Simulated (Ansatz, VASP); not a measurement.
One calculation of Hf2TaN3, two programs

INCAR

```
SYSTEM = Hf2TaN3
PREC = Accurate
ENCUT = 600
EDIFF = 1E-6
ISMEAR = 0
SIGMA = 0.1
LREAL = .FALSE.
LASPH = .TRUE.
NELM = 100
ALGO = Normal
ISIF = 3
LWAVE = .FALSE.
LCHARG = .FALSE.
GGA = PE
IBRION = 2
NSW = 100
EDIFFG = -0.01
```

The input KPOINTS:

```
Automatic mesh
0
G
  12 12 6
  0 0 0
```

File POSCAR:

```
Hf2TaN3
1.0
    3.1053833250      0.0000000000      0.0000000000
    0.0000000000      3.1053833250      0.0000000000
    0.0000000000      0.0000000000      7.9243726724
Hf Ta N
2 1 3
Direct
    0.0000000000      0.0000000000      0.9246435579
    0.5000000000      0.5000000000      0.6143102970
    0.5000000000      0.5000000000      0.2076151837
    0.0000000000      0.0000000000      0.6325907145
    0.0000000000      0.0000000000      0.2158271166
    0.5000000000      0.5000000000      0.9050131403
```

Input for Ansatz:

```yaml
crystal:
  lattice:
    - [3.105383325, 0.0, 0.0]
    - [0.0, 3.105383325, 0.0]
    - [0.0, 0.0, 7.9243726724]
  atoms:
    - { symbol: Hf, position: [0.0, 0.0, 0.9246435579] }
    - { symbol: Hf, position: [0.5, 0.5, 0.614310297] }
    - { symbol: Ta, position: [0.5, 0.5, 0.2076151837] }
    - { symbol: "N", position: [0.0, 0.0, 0.6325907145] }
    - { symbol: "N", position: [0.0, 0.0, 0.2158271166] }
    - { symbol: "N", position: [0.5, 0.5, 0.9050131403] }
basis:
  ecutwfc: 420
kpoints:
  mp_grid: { grid: [12, 12, 6] }
hamiltonian:
  xc: pbe
scf:
  occupations: { method: gaussian, width: 0.1 }
output:
  forces: true
  stress: true
  eigenvalues: true
  write_density: true
  write_potential: true
  elf: true
  volumetric_format: npy
relax:
  adjacent_minimum: "off"
  f_tol: 0.01
  max_steps: 80
  cell: { stress_tol: 0.05 }
```

Change from the starting cell: species swapped into the Dy2CuAg3 type (P4mm, No. 99).

Alike in both runs: task relaxation of cell and atoms; functional PBE; k mesh 12 × 12 × 6; occupations gaussian, width 0.1 eV; no spin polarisation.

|  | VASP | Ansatz |
| --- | --- | --- |
| version | VASP 6.6.1 | Ansatz 0.2.0 |
| potentials or method | VASP PAW PBE potentials, release 64 (Hf_pv, Ta_pv, N), cutoff 600 eV | scalar-relativistic, plane waves, PAW |
| valence electrons in the cell | 46 | 80 |

```csv
,VASP,Ansatz,Ansatz less VASP
"gap on the k mesh at the Fermi level, each at its own relaxed structure (eV)",none,none,-
relaxed volume (Å³/atom),12.73,12.79,+0.061
relaxed length of the cell vector where the two differ most in proportion (Å),7.999,8.015,+0.0163
```

A gap of «none» marks a metal or a gap that the smearing closes. VASP's potentials hold 46 valence electrons a cell and Ansatz's 80, so a difference there can come from the potentials and not from the codes.

Spin-orbit coupling is off throughout.
